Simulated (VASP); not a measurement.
# Na (I4/mmm) in VASP: further runs, part 2 of 2

VASP 6.6.1.

## 3. Single point, PBE (strain +0.0050 x Voigt [0, 1, 0, 0, 0, 0])

Contents of INCAR:

```
SYSTEM = Na
PREC = Accurate ; ENCUT = 520
EDIFF = 1E-7 ; ISMEAR = 0
SIGMA = 0.15 ; LREAL = .FALSE.
LASPH = .TRUE. ; NELM = 80
ALGO = Normal ; ISIF = 2
LWAVE = .FALSE. ; LCHARG = .TRUE.
GGA = PE ; LELF = .TRUE.
LVHAR = .TRUE. ; NBANDS = 10
```

Contents of KPOINTS:

```
regular mesh
0
G
  16 16 16
  0 0 0
```

Contents of POSCAR:

```
Na
1.0
   -2.1175000000      2.1280875000      2.1175000000
    2.1175000000     -2.1280875000      2.1175000000
    2.1175000000      2.1280875000     -2.1175000000
Na
1
Direct
    0.0000000000      0.0000000000      0.0000000000
```

Potentials or basis: VASP PAW PBE potentials, release 64 (Na_pv).

The run is started by

```bash
$ cat potpaw_PBE.64/Na_pv/POTCAR > POTCAR
$ mpirun -np 1 vasp_std > vasp.out
```

OUTCAR:

```text
SYSTEM = Na
   PREC = Accurate
   ENCUT = 520
   EDIFF = 1E-7
   ISMEAR = 0
   LREAL = .FALSE.
   LASPH = .TRUE.
   NELM = 80
   ISIF = 2
   GGA = PE

 ion  position               nearest neighbor table
   1  0.000  0.000  0.000-

  LATTYP: Found a body centered tetragonal cell.
 ALAT       =     4.2350000000
 C/A-ratio  =     1.0050000000

  Lattice vectors:

 A1 = (  -2.1175000000,  -2.1280875000,   2.1175000000)
 A2 = (   2.1175000000,  -2.1280875000,  -2.1175000000)
 A3 = (   2.1175000000,   2.1280875000,   2.1175000000)

Analysis of symmetry for initial positions (statically):
=====================================================================
 Subroutine PRICEL returns:
 Original cell was already a primitive cell.

 Routine SETGRP: Setting up the symmetry group for a
 body centered tetragonal supercell.

 Subroutine GETGRP returns: Found 16 space group operations
 (whereof 16 operations were pure point group operations)
 out of a pool of 16 trial point group operations.

The static configuration has the point symmetry D_4h.

Analysis of symmetry for dynamics (positions and initial velocities):
=====================================================================
 Subroutine PRICEL returns:
 Original cell was already a primitive cell.

 Routine SETGRP: Setting up the symmetry group for a
 body centered tetragonal supercell.

 Subroutine GETGRP returns: Found 16 space group operations
 (whereof 16 operations were pure point group operations)
 out of a pool of 16 trial point group operations.

The dynamic configuration has the point symmetry D_4h.

 Subroutine INISYM returns: Found 16 space group operations
 (whereof 16 operations are pure point group operations),
 and found     1 'primitive' translations

----------------------------------------------------------------------------------------

                                     Primitive cell

  volume of cell :      38.1677

  direct lattice vectors                    reciprocal lattice vectors
    -2.117500000  2.128087500  2.117500000     0.000000000  0.234952745  0.236127509
     2.117500000 -2.128087500  2.117500000     0.236127509  0.000000000  0.236127509
     2.117500000  2.128087500 -2.117500000     0.236127509  0.234952745  0.000000000

  length of vectors
     3.673740452  3.673740452  3.673740452     0.333105078  0.333934725  0.333105078

  position of ions in fractional coordinates (direct lattice)
     0.000000000  0.000000000  0.000000000

  ion indices of the primitive-cell ions
   primitive index   ion index
                 1           1

----------------------------------------------------------------------------------------

 KPOINTS: regular mesh

Automatic generation of k-mesh.
 Grid dimensions read from file:
 generate k-points for:   16   16   16

 Generating k-lattice:

  Cartesian coordinates                     Fractional coordinates (reciprocal lattice)
     0.000000000  0.014684547  0.014757969     0.062500000  0.000000000  0.000000000
     0.014757969  0.000000000  0.014757969     0.000000000  0.062500000  0.000000000
     0.014757969  0.014684547  0.000000000     0.000000000  0.000000000  0.062500000

  Length of vectors
     0.020819067  0.020870920  0.020819067

  Shift w.r.t. Gamma in fractional coordinates (k-lattice)
     0.000000000  0.000000000  0.000000000

 Subroutine IBZKPT returns following result:
 ===========================================

 Found    349 irreducible k-points:

 Following reciprocal coordinates:
            Coordinates               Weight
  0.000000  0.000000  0.000000      1.000000
  0.062500  0.000000  0.000000      8.000000
  0.125000  0.000000  0.000000      8.000000
  0.187500  0.000000  0.000000      8.000000
  0.250000  0.000000  0.000000      8.000000
  0.312500 -0.000000  0.000000      8.000000
[... 16 lines left out ...]
 -0.187500  0.062500  0.000000     16.000000
 -0.125000  0.062500  0.000000      8.000000
 [... further k-points ...]
   k-points           NKPTS =    349   k-points in BZ     NKDIM =    349   number of bands    NBANDS=     10
   number of dos      NEDOS =    301   number of ions     NIONS =      1
   total plane-waves  NPLWV =  21952
   dimension x,y,z NGX =    28 NGY =   28 NGZ =   28
   dimension x,y,z NGXF=    56 NGYF=   56 NGZF=   56
   ions per type =               1
   NGX,Y,Z   is equivalent  to a cutoff of  12.67, 12.67, 12.67 a.u.
   NGXF,Y,Z  is equivalent  to a cutoff of  25.34, 25.34, 25.34 a.u.
 SYSTEM =  Na
   PREC   = accura    normal or accurate (medium, high low for compatibility)
   ISTART =      0    job   : 0-new  1-cont  2-samecut
   ICHARG =      2    charge: 1-file 2-atom 10-const
   ISPIN  =      1    spin polarized calculation?
   LNONCOLLINEAR =      F non collinear calculations
   LSORBIT =      F    spin-orbit coupling
   LASPH  =      T    aspherical Exc in radial PAW
   ENCUT  =  520.0 eV  38.22 Ry    6.18 a.u.   6.83  6.83  6.83*2*pi/ulx,y,z
   NELM   =     80;   NELMIN=  2; NELMDL= -5     # of ELM steps
   EDIFF  = 0.1E-06   stopping-criterion for ELM
   LREAL  =      F    real-space projection
   EDIFFG = 0.1E-05   stopping-criterion for IOM
   NSW    =      0    number of steps for IOM
   IBRION =     -1    ionic relax: 0-MD 1-quasi-New 2-CG
   NFREE  =      0    steps in history (QN), initial steepest desc. (CG)
   ISIF   =      2    stress and relaxation
   ISYM   =      2    0-nonsym 1-usesym 2-fastsym
   POTIM  = 0.5000    time-step for ionic-motion
   TEBEG  =    0.0;   TEEND  =   0.0 temperature during run
   PSTRESS=    0.0 pullay stress
   NELECT =       7.0000    total number of electrons
   NUPDOWN=      -1.0000    fix difference up-down
   EMIN   =  10.00;   EMAX   =-10.00  energy-range for DOS
   EFERMI =   0.00;   METHOD = LEGACY
   ISMEAR =     0;   SIGMA  =   0.15  broadening in eV -4-tet -1-fermi 0-gaus
   EFERMI_NEDOS =   21; number of points for ismear=-14 and -15
   IALGO  =     38    algorithm
   IMIX   =      4    mixing-type and parameters
     AMIX     =   0.40;   BMIX     =  1.00
     AMIX_MAG =   1.60;   BMIX_MAG =  1.00
  volume/ion in A,a.u.               =      38.17       257.57
  Fermi-wavevector in a.u.,A,eV,Ry     =   0.930127  1.757684 11.770883  0.865136
  Thomas-Fermi vector in A             =   2.056482
   LORBIT       =      0    0 simple, 1 ext, 2 COOP (PROOUT), +10 PAW based schemes
   GGA     = PE    functional components
   LHFCALC =     F    Hartree Fock is set to
   AEXX    =    0.0000 exact exchange contribution
   IVDW    =     0    specifies the selected vdW correction
   LEPSILON=     F    determine dielectric tensor
   LRPA    =     F    only Hartree local field effects (RPA)
 non-spin polarized calculation
 Gauss-broadening in eV      SIGMA  =   0.15
  energy-cutoff  :      520.00
  volume of cell :       38.17
 maximum number of plane-waves:      1055
   NGX = 13   NGY = 13   NGZ = 13

 number of electron       7.0000013 magnetization

 Free energy of the ion-electron system (eV)
  ---------------------------------------------------
  ext. energy  EPLUGINS =         0.00000000
  ---------------------------------------------------
  free energy    TOTEN  =        -1.31329788 eV

  energy without entropy =       -1.30811964  energy(sigma->0) =       -1.31070876

 E-fermi :   0.2483     XC(G=0):  -6.4269

 val. band max:        0.2478714921   @ k =  -0.1875   0.4375   0.1250
 cond. band min:       0.2829261609   @ k =   0.3125  -0.3125   0.3125
 fundamental gap:      0.0350546688
 Fermi energy:         0.2482695085

 k-point     1 :       0.0000    0.0000    0.0000
  band No.  band energies     occupation
      1     -24.6783      2.00000
      2     -24.6783      2.00000
      3     -24.6782      2.00000
      4      -2.9707      2.00000
      5      11.7665      0.00000
      6      11.7665      0.00000
      7      11.8405      0.00000
      8      12.7387      0.00000
      9      12.8117      0.00000
     10      13.3174      0.00000
[... 287 lines left out ...]
 k-point    24 :      -0.1250    0.0625    0.0000
  band No.  band energies     occupation
      1     -24.6819      2.00000
      2     -24.6791      2.00000
      3     -24.6785      2.00000
      4      -2.7692      2.00000
      5       9.9050      0.00000
      6      10.2144      0.00000
      7      11.1426      0.00000
      8      11.8718      0.00000
      9      12.3905      0.00000
     10      13.5869      0.00000

 [... further k-points ...]

------------------------ aborting loop because EDIFF is reached ----------------------------------------

  FORCE on cell =-STRESS in cart. coord.  units (eV):
  Direction    XX          YY          ZZ          XY          YZ          ZX
  --------------------------------------------------------------------------------------
  -------------------------------------------------------------------------------------
  Total       -0.0565909     -0.0583089     -0.0565909      0.0000000      0.0000000      0.0000000
  in kB       -2.3755325     -2.4476483     -2.3755325      0.0000000      0.0000000      0.0000000
  external PRESSURE =      -2.3995711 kB  Pullay stress =       0.0000000 kB

 VOLUME and BASIS-vectors are now :
 -----------------------------------------------------------------------------
  energy-cutoff  :      520.00
  volume of cell :       38.17
      direct lattice vectors                 reciprocal lattice vectors
    -2.117500000  2.128087500  2.117500000     0.000000000  0.234952745  0.236127509
     2.117500000 -2.128087500  2.117500000     0.236127509  0.000000000  0.236127509
     2.117500000  2.128087500 -2.117500000     0.236127509  0.234952745  0.000000000

 POSITION                                       TOTAL-FORCE (eV/Angst)
 -----------------------------------------------------------------------------------
      0.00000      0.00000      0.00000        -0.000000     -0.000000      0.000000
 -----------------------------------------------------------------------------------
    total drift:                                0.000000     -0.000000     -0.000000

  FREE ENERGIE OF THE ION-ELECTRON SYSTEM (eV)
  ---------------------------------------------------
  free  energy   TOTEN  =        -1.3132978837 eV

  energy  without entropy=       -1.3081196357  energy(sigma->0) =       -1.31070876
```

Run time: 2.1 min. Hardware: 1 thread of Intel Xeon 8259CL, shared host; peak memory 0.23 GiB.

What came out:

```
Free energy            : -1.3133 eV
Pressure               : -0.2 GPa
Band gap on the k mesh : zero (an odd number of electrons rules out a gap without spin polarisation)
```

Caveat: the cell differs from its parent crystal (strain +0.0050 x Voigt [0, 1, 0, 0, 0, 0]).
